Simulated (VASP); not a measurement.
# Al2Au (Fm-3m) in VASP: further runs, part 2 of 2

VASP 6.6.1.

### 3 Single point, PBE

INCAR reads:

```
  PREC = Accurate
  ENCUT = 520
  EDIFF = 1E-6
  ISMEAR = -1
  SIGMA = 0.05
  LREAL = False
  LASPH = True
  NELM = 100
  ALGO = Fast
  ISIF = 2
  LWAVE = False
  LCHARG = False
  GGA = PE
  NBANDS = 16
```

KPOINTS reads:

```
Automatic mesh
0
Gamma
  8 8 8
```

POSCAR reads:

```
Al2Au
1.0
    0.0000000000      3.0000000000      3.0000000000
    3.0000000000      0.0000000000      3.0000000000
    3.0000000000      3.0000000000      0.0000000000
Au Al
1 2
Direct
    0.0000000000      0.0000000000      0.0000000000
    0.7500000000      0.7500000000      0.7500000000
    0.2500000000      0.2500000000      0.2500000000
```

Potentials or basis: VASP PAW PBE potentials, release 64 (Au, Al).

On the command line:

```sh
$ cat potpaw_PBE.64/Au/POTCAR potpaw_PBE.64/Al/POTCAR > POTCAR
$ mpirun -np 1 vasp_std > vasp.out
```

OUTCAR:

```text
PREC = Accurate
   ENCUT = 520
   EDIFF = 1E-6
   ISMEAR = -1
   LREAL = False
   LASPH = True
   NELM = 100
   ISIF = 2
   GGA = PE

 ion  position               nearest neighbor table
   1  0.000  0.000  0.000-   2 2.60   2 2.60   2 2.60   2 2.60   3 2.60   3 2.60   3 2.60   3 2.60

   2  0.750  0.750  0.750-   1 2.60   1 2.60   1 2.60   1 2.60   3 3.00   3 3.00   3 3.00   3 3.00
                             3 3.00   3 3.00
   3  0.250  0.250  0.250-   1 2.60   1 2.60   1 2.60   1 2.60   2 3.00   2 3.00   2 3.00   2 3.00
                             2 3.00   2 3.00

  LATTYP: Found a face centered cubic cell.
 ALAT       =     6.0000000000

  Lattice vectors:

 A1 = (   0.0000000000,   3.0000000000,   3.0000000000)
 A2 = (   3.0000000000,   0.0000000000,   3.0000000000)
 A3 = (   3.0000000000,   3.0000000000,   0.0000000000)

Analysis of symmetry for initial positions (statically):
=====================================================================
 Subroutine PRICEL returns:
 Original cell was already a primitive cell.

 Routine SETGRP: Setting up the symmetry group for a
 face centered cubic supercell.

 Subroutine GETGRP returns: Found 48 space group operations
 (whereof 48 operations were pure point group operations)
 out of a pool of 48 trial point group operations.

The static configuration has the point symmetry O_h .

Analysis of symmetry for dynamics (positions and initial velocities):
=====================================================================
 Subroutine PRICEL returns:
 Original cell was already a primitive cell.

 Routine SETGRP: Setting up the symmetry group for a
 face centered cubic supercell.

 Subroutine GETGRP returns: Found 48 space group operations
 (whereof 48 operations were pure point group operations)
 out of a pool of 48 trial point group operations.

The dynamic configuration has the point symmetry O_h .

 Subroutine INISYM returns: Found 48 space group operations
 (whereof 48 operations are pure point group operations),
 and found     1 'primitive' translations

----------------------------------------------------------------------------------------

                                     Primitive cell

  volume of cell :      54.0000

  direct lattice vectors                    reciprocal lattice vectors
     0.000000000  3.000000000  3.000000000    -0.166666667  0.166666667  0.166666667
     3.000000000  0.000000000  3.000000000     0.166666667 -0.166666667  0.166666667
     3.000000000  3.000000000  0.000000000     0.166666667  0.166666667 -0.166666667

  length of vectors
     4.242640687  4.242640687  4.242640687     0.288675135  0.288675135  0.288675135

  position of ions in fractional coordinates (direct lattice)
     0.000000000  0.000000000  0.000000000
     0.750000000  0.750000000  0.750000000
     0.250000000  0.250000000  0.250000000

  ion indices of the primitive-cell ions
   primitive index   ion index
                 1           1
                 2           2
                 3           3

----------------------------------------------------------------------------------------

 KPOINTS: Automatic mesh

Automatic generation of k-mesh.
 Grid dimensions read from file:
 generate k-points for:    8    8    8

 Generating k-lattice:

  Cartesian coordinates                     Fractional coordinates (reciprocal lattice)
    -0.020833333  0.020833333  0.020833333     0.125000000  0.000000000  0.000000000
     0.020833333 -0.020833333  0.020833333     0.000000000  0.125000000  0.000000000
     0.020833333  0.020833333 -0.020833333     0.000000000  0.000000000  0.125000000

  Length of vectors
     0.036084392  0.036084392  0.036084392

  Shift w.r.t. Gamma in fractional coordinates (k-lattice)
     0.000000000  0.000000000  0.000000000

 Subroutine IBZKPT returns following result:
 ===========================================

 Found     29 irreducible k-points:

 Following reciprocal coordinates:
            Coordinates               Weight
  0.000000  0.000000  0.000000      1.000000
  0.125000  0.000000  0.000000      8.000000
  0.250000  0.000000  0.000000      8.000000
  0.375000  0.000000  0.000000      8.000000
  0.500000  0.000000  0.000000      4.000000
  0.125000  0.125000  0.000000      6.000000
[... 16 lines left out ...]
  0.500000  0.250000  0.125000     48.000000
 -0.375000  0.250000  0.125000     24.000000
 [... further k-points ...]
   k-points           NKPTS =     29   k-points in BZ     NKDIM =     29   number of bands    NBANDS=     16
   number of dos      NEDOS =    301   number of ions     NIONS =      3
   total plane-waves  NPLWV =  32768
   dimension x,y,z NGX =    32 NGY =   32 NGZ =   32
   dimension x,y,z NGXF=    64 NGYF=   64 NGZF=   64
   ions per type =               1   2
   NGX,Y,Z   is equivalent  to a cutoff of  12.54, 12.54, 12.54 a.u.
   NGXF,Y,Z  is equivalent  to a cutoff of  25.08, 25.08, 25.08 a.u.
 SYSTEM =  unknown system
   PREC   = accura    normal or accurate (medium, high low for compatibility)
   ISTART =      0    job   : 0-new  1-cont  2-samecut
   ICHARG =      2    charge: 1-file 2-atom 10-const
   ISPIN  =      1    spin polarized calculation?
   LNONCOLLINEAR =      F non collinear calculations
   LSORBIT =      F    spin-orbit coupling
   LASPH  =      T    aspherical Exc in radial PAW
   ENCUT  =  520.0 eV  38.22 Ry    6.18 a.u.   7.89  7.89  7.89*2*pi/ulx,y,z
   NELM   =    100;   NELMIN=  2; NELMDL= -5     # of ELM steps
   EDIFF  = 0.1E-05   stopping-criterion for ELM
   LREAL  =      F    real-space projection
   EDIFFG = 0.1E-04   stopping-criterion for IOM
   NSW    =      0    number of steps for IOM
   IBRION =     -1    ionic relax: 0-MD 1-quasi-New 2-CG
   NFREE  =      0    steps in history (QN), initial steepest desc. (CG)
   ISIF   =      2    stress and relaxation
   ISYM   =      2    0-nonsym 1-usesym 2-fastsym
   POTIM  = 0.5000    time-step for ionic-motion
   TEBEG  =    0.0;   TEEND  =   0.0 temperature during run
   PSTRESS=    0.0 pullay stress
   NELECT =      17.0000    total number of electrons
   NUPDOWN=      -1.0000    fix difference up-down
   EMIN   =  10.00;   EMAX   =-10.00  energy-range for DOS
   EFERMI =   0.00;   METHOD = LEGACY
   ISMEAR =    -1;   SIGMA  =   0.05  broadening in eV -4-tet -1-fermi 0-gaus
   EFERMI_NEDOS =   21; number of points for ismear=-14 and -15
   IALGO  =     68    algorithm
   IMIX   =      4    mixing-type and parameters
     AMIX     =   0.40;   BMIX     =  1.00
     AMIX_MAG =   1.60;   BMIX_MAG =  1.00
  volume/ion in A,a.u.               =      18.00       121.47
  Fermi-wavevector in a.u.,A,eV,Ry     =   1.113679  2.104547 16.875035  1.240280
  Thomas-Fermi vector in A             =   2.250266
   LORBIT       =      0    0 simple, 1 ext, 2 COOP (PROOUT), +10 PAW based schemes
   GGA     = PE    functional components
   LHFCALC =     F    Hartree Fock is set to
   AEXX    =    0.0000 exact exchange contribution
   IVDW    =     0    specifies the selected vdW correction
   LEPSILON=     F    determine dielectric tensor
   LRPA    =     F    only Hartree local field effects (RPA)
 non-spin polarized calculation
 RMM-DIIS sequential band-by-band and
  energy-cutoff  :      520.00
  volume of cell :       54.00
 maximum number of plane-waves:      1475
   NGX = 15   NGY = 15   NGZ = 15

 number of electron      17.0000001 magnetization

 Free energy of the ion-electron system (eV)
  ---------------------------------------------------
  ext. energy  EPLUGINS =         0.00000000
  ---------------------------------------------------
  free energy    TOTEN  =       -12.01833206 eV

  energy without entropy =      -12.00976772  energy(sigma->0) =      -12.01404989

 E-fermi :   7.7989     XC(G=0): -10.5261

 val. band max:        7.7811010295   @ k =  -0.1250   0.1250   0.0000
 cond. band min:       7.8227700162   @ k =   0.3750   0.1250   0.0000
 fundamental gap:      0.0416689867
 Fermi energy:         7.7989279813

 k-point     1 :       0.0000    0.0000    0.0000
  band No.  band energies     occupation
      1      -2.7556      2.00000
      2       1.1941      2.00000
      3       1.1941      2.00000
      4       1.1941      2.00000
      5       2.1512      2.00000
      6       2.1512      2.00000
[... 8 lines left out ...]
     15      13.5387      0.00000
     16      13.5387      0.00000
[... 419 lines left out ...]
 k-point    24 :      -0.3750    0.2500    0.1250
  band No.  band energies     occupation
      1      -0.1774      2.00000
      2       0.9284      2.00000
      3       1.5474      2.00000
      4       1.6704      2.00000
      5       2.0832      2.00000
      6       2.3405      2.00000
[... 8 lines left out ...]
     15      15.4362      0.00000
     16      17.9356      0.00000

 [... further k-points ...]
[... 5 lines left out ...]
  --------------------------------------------------------------------------------------
  -------------------------------------------------------------------------------------
  Total        1.0095391      1.0095391      1.0095391      0.0000000      0.0000000      0.0000000
  in kB       29.9529750     29.9529750     29.9529750      0.0000000      0.0000000      0.0000000
  external PRESSURE =      29.9529750 kB  Pullay stress =       0.0000000 kB

 VOLUME and BASIS-vectors are now :
 -----------------------------------------------------------------------------
  energy-cutoff  :      520.00
  volume of cell :       54.00
      direct lattice vectors                 reciprocal lattice vectors
     0.000000000  3.000000000  3.000000000    -0.166666667  0.166666667  0.166666667
     3.000000000  0.000000000  3.000000000     0.166666667 -0.166666667  0.166666667
     3.000000000  3.000000000  0.000000000     0.166666667  0.166666667 -0.166666667

 POSITION                                       TOTAL-FORCE (eV/Angst)
 -----------------------------------------------------------------------------------
      0.00000      0.00000      0.00000        -0.000000      0.000000     -0.000000
      4.50000      4.50000      4.50000         0.000000      0.000000      0.000000
      1.50000      1.50000      1.50000        -0.000000     -0.000000     -0.000000
 -----------------------------------------------------------------------------------
    total drift:                                0.000000     -0.000000      0.000000

  FREE ENERGIE OF THE ION-ELECTRON SYSTEM (eV)
  ---------------------------------------------------
  free  energy   TOTEN  =       -12.0183320612 eV

  energy  without entropy=      -12.0097677237  energy(sigma->0) =      -12.01404989
```

OSZICAR:

```text
N       E                     dE             d eps       ncg     rms          rms(c)
DAV:   1     0.563309203924E+02    0.56331E+02   -0.70102E+03   952   0.885E+02
DAV:   2    -0.118843104826E+02   -0.68215E+02   -0.62824E+02  1168   0.173E+02
DAV:   3    -0.132900616003E+02   -0.14058E+01   -0.14021E+01  1184   0.234E+01
DAV:   4    -0.133010518748E+02   -0.10990E-01   -0.10990E-01  1144   0.241E+00
DAV:   5    -0.133012534547E+02   -0.20158E-03   -0.20158E-03  1168   0.336E-01    0.906E+00
RMM:   6    -0.121197458505E+02    0.11815E+01   -0.43348E+00   932   0.129E+01    0.352E+00
RMM:   7    -0.120444645583E+02    0.75281E-01   -0.15303E-01   959   0.264E+00    0.197E+00
RMM:   8    -0.120189468923E+02    0.25518E-01   -0.35167E-02   966   0.133E+00    0.273E-01
RMM:   9    -0.120181040844E+02    0.84281E-03   -0.98514E-03  1004   0.666E-01    0.235E-01
RMM:  10    -0.120183075775E+02   -0.20349E-03   -0.15379E-03  1009   0.260E-01    0.920E-02
RMM:  11    -0.120183380233E+02   -0.30446E-04   -0.52811E-04   988   0.140E-01    0.224E-02
RMM:  12    -0.120183314153E+02    0.66080E-05   -0.18001E-04  1004   0.866E-02    0.235E-02
RMM:  13    -0.120183326688E+02   -0.12535E-05   -0.38945E-05  1040   0.373E-02    0.144E-02
RMM:  14    -0.120183320612E+02    0.60760E-06   -0.90088E-06   858   0.172E-02
   1 F= -.12018332E+02 E0= -.12014050E+02  d E =-.856434E-02
```

Run time: 26 s. Hardware: 1 thread of AMD EPYC 7R43 (Zen 3), shared host; peak memory 0.15 GiB.

What came out:

| Quantity | Value |
| --- | --- |
| Free energy | -12.0183 eV |
| Pressure | 3.0 GPa |

Levels at points of the mesh, in eV from the Fermi level:
| k point | band 7 | band 8 | band 9 | band 10 | band 11 | band 12 |
| --- | --- | --- | --- | --- | --- | --- |
| (0.00, 0.00, 0.00) | 2.24 | 2.96 | 2.96 | 2.96 | 3.91 | 3.91 |
| (0.50, 0.00, 0.00) | -5.46 | 0.36 | 0.36 | 3.29 | 3.60 | 3.81 |
| (0.50, 0.50, 0.00) | -5.02 | -2.11 | -2.11 | 1.26 | 2.10 | 7.64 |

Caveat: spin-orbit coupling is left out, which moves the levels of the heavy elements.

### 4 Single point, PBEsol (volume scaled by 0.96)

INCAR reads:

```
SYSTEM = Al2Au
PREC     = Accurate       ! precision mode
ENCUT    = 520            ! plane-wave cutoff, eV
EDIFF    = 1E-6           ! SCF threshold, eV
ISMEAR   = -1             ! smearing method
SIGMA    = 0.05           ! smearing width, eV
LREAL    = .FALSE.        ! projectors in reciprocal space
LASPH    = .TRUE.         ! aspherical terms in the spheres
NELM     = 100            ! most SCF steps
ALGO     = Fast           ! electronic algorithm
ISIF     = 2              ! what is computed and relaxed
LWAVE    = .FALSE.        ! write WAVECAR
LCHARG   = .TRUE.         ! write CHGCAR
GGA      = PS             ! functional
LELF     = .TRUE.         ! ELF
LVHAR    = .TRUE.       
NBANDS   = 16             ! bands
```

KPOINTS reads:

```
regular mesh
0
G
  8 8 8
  0 0 0
```

POSCAR reads:

```
Al2Au
1.0
    0.0000000000      2.9594544892      2.9594544892
    2.9594544892      0.0000000000      2.9594544892
    2.9594544892      2.9594544892      0.0000000000
Au Al
1 2
Direct
    0.0000000000      0.0000000000      0.0000000000
    0.7500000000      0.7500000000      0.7500000000
    0.2500000000      0.2500000000      0.2500000000
```

On the command line:

```sh
$ cat potpaw_PBE.64/Au/POTCAR potpaw_PBE.64/Al/POTCAR > POTCAR
$ mpirun -np 1 vasp_std > vasp.out
```

Wall time 15 s (1 thread of AMD EPYC 9R45 (Zen 5), shared host); peak memory 0.15 GiB.

The run converged. Its results:

```
Free energy : -13.4552 eV
Pressure    : 5.0 GPa
```

Levels at points of the mesh, in eV from the Fermi level:
| k point | band 5 | band 6 | band 7 | band 8 | band 9 | band 10 | band 11 | band 12 | band 13 | band 14 |
| --- | --- | --- | --- | --- | --- | --- | --- | --- | --- | --- |
| (0.00, 0.00, 0.00) | -5.85 | -5.85 | 2.55 | 2.92 | 2.92 | 2.92 | 4.10 | 4.10 | 4.10 | 5.84 |
| (0.50, 0.00, 0.00) | -5.72 | -5.72 | -5.64 | 0.32 | 0.32 | 3.31 | 3.91 | 3.93 | 3.93 | 8.95 |
| (0.50, 0.50, 0.00) | -6.00 | -5.52 | -5.20 | -2.23 | -2.23 | 1.51 | 2.04 | 7.66 | 10.16 | 10.16 |

Caveat: the PAW data sets were made with another functional, which shifts forces and pressure a little; spin-orbit coupling is left out, which moves the levels of the heavy elements.

### 5 Single point, PBEsol (volume scaled by 0.98)

INCAR reads:

```
SYSTEM = Al2Au
PREC = Accurate
ENCUT = 520
EDIFF = 1E-7
ISMEAR = -1
SIGMA = 0.05
LREAL = .False.
LASPH = .True.
NELM = 100
ALGO = Fast
ISIF = 2
LWAVE = .False.
LCHARG = .False.
GGA = PS
NBANDS = 16
```

KPOINTS reads:

```
Automatic mesh
0
Gamma
  8 8 8
  0 0 0
```

POSCAR reads:

```
Al2Au
1.0
    0.0000000000      2.9798651651      2.9798651651
    2.9798651651      0.0000000000      2.9798651651
    2.9798651651      2.9798651651      0.0000000000
Au Al
1 2
Direct
    0.0000000000      0.0000000000      0.0000000000
    0.7500000000      0.7500000000      0.7500000000
    0.2500000000      0.2500000000      0.2500000000
```

On the command line:

```sh
$ cat potpaw_PBE.64/Au/POTCAR potpaw_PBE.64/Al/POTCAR > POTCAR
$ mpirun -np 1 vasp_std > vasp.out
```

It took 18 s on 1 thread of AMD EPYC 9R45 (Zen 5), shared host; peak memory 0.16 GiB.

It converged, with:

- Free energy: -13.4800 eV
- Pressure: 2.3 GPa

Levels at points of the mesh, in eV from the Fermi level:
| k point | band 7 | band 8 | band 9 | band 10 | band 11 | band 12 |
| --- | --- | --- | --- | --- | --- | --- |
| (0.00, 0.00, 0.00) | 2.41 | 2.92 | 2.92 | 2.92 | 4.01 | 4.01 |
| (0.50, 0.00, 0.00) | -5.56 | 0.34 | 0.34 | 3.29 | 3.75 | 3.88 |
| (0.50, 0.50, 0.00) | -5.12 | -2.17 | -2.17 | 1.40 | 2.04 | 7.66 |

Caveat: the PAW data sets were made with another functional, which shifts forces and pressure a little; spin-orbit coupling is left out, which moves the levels of the heavy elements.

### 6 Single point, PBEsol (volume scaled by 1.04)

INCAR reads:

```
PREC = Accurate ; ENCUT = 520
EDIFF = 1E-7 ; ISMEAR = -1
SIGMA = 0.05 ; LREAL = F
LASPH = T ; NELM = 100
ALGO = Normal ; ISIF = 2
LWAVE = F ; LCHARG = F
GGA = PS ; NBANDS = 16
```

KPOINTS reads:

```
Automatic mesh
0
Gamma
  8 8 8
```

POSCAR reads:

```
Al2Au
1.0
    0.0000000000      3.0394782115      3.0394782115
    3.0394782115      0.0000000000      3.0394782115
    3.0394782115      3.0394782115      0.0000000000
Au Al
1 2
Direct
    0.0000000000      0.0000000000      0.0000000000
    0.7500000000      0.7500000000      0.7500000000
    0.2500000000      0.2500000000      0.2500000000
```

Potentials or basis: VASP PAW PBE potentials, release 64 (Au, Al).

On the command line:

```sh
$ cat potpaw_PBE.64/Au/POTCAR potpaw_PBE.64/Al/POTCAR > POTCAR
$ mpirun -np 1 vasp_std > vasp.out
```

Wall time 12 s (1 thread of AMD EPYC 9R45 (Zen 5), shared host); peak memory 0.15 GiB.

Results (log left out):

```yaml
Free_energy: -13.4578 eV
Pressure: -4.2 GPa
```

Levels at points of the mesh, in eV from the Fermi level:
```tsv
k point	band 5	band 6	band 7	band 8	band 9	band 10	band 11	band 12	band 13	band 14
(0.00, 0.00, 0.00)	-5.46	-5.46	2.01	2.92	2.92	2.92	3.77	3.77	3.77	5.63
(0.50, 0.00, 0.00)	-5.36	-5.36	-5.31	0.39	0.39	3.19	3.30	3.70	3.70	8.70
(0.50, 0.50, 0.00)	-5.62	-5.18	-4.90	-2.01	-2.01	1.07	2.02	7.64	9.50	9.50
```

Caveat: the PAW data sets were made with another functional, which shifts forces and pressure a little; spin-orbit coupling is left out, which moves the levels of the heavy elements.

### 7 The runs side by side

| level | potentials or basis | cell | gap on the mesh (eV) | pressure (GPa) |
| --- | --- | --- | --- | --- |
| LDA | VASP PAW LDA potentials, release 64 (Au, Al) | a = 4.243 Å, angles 60.0°, 3 atoms | none | -2.5 |
| PBE | VASP PAW PBE potentials, release 64 (Au, Al) | a = 4.243 Å, angles 60.0°, 3 atoms | none | 3.0 |
| PBEsol | VASP PAW PBE potentials, release 64 (Au, Al) | a = 4.185 Å, angles 60.0°, 3 atoms | none | 5.0 |
| PBEsol | VASP PAW PBE potentials, release 64 (Au, Al) | a = 4.214 Å, angles 60.0°, 3 atoms | none | 2.3 |
| PBEsol | VASP PAW PBE potentials, release 64 (Au, Al) | a = 4.298 Å, angles 60.0°, 3 atoms | none | -4.2 |

Alike in all rows: task single point; no spin polarisation; k mesh 8 × 8 × 8; cutoff (eV) 520; smearing fermi-dirac 0.05 eV.

Caveats: spin-orbit coupling is left out, which moves the levels of the heavy elements; the PAW data sets were made with another functional, which shifts forces and pressure a little (some runs).

Absolute energies hang on the potentials; compare differences alone.
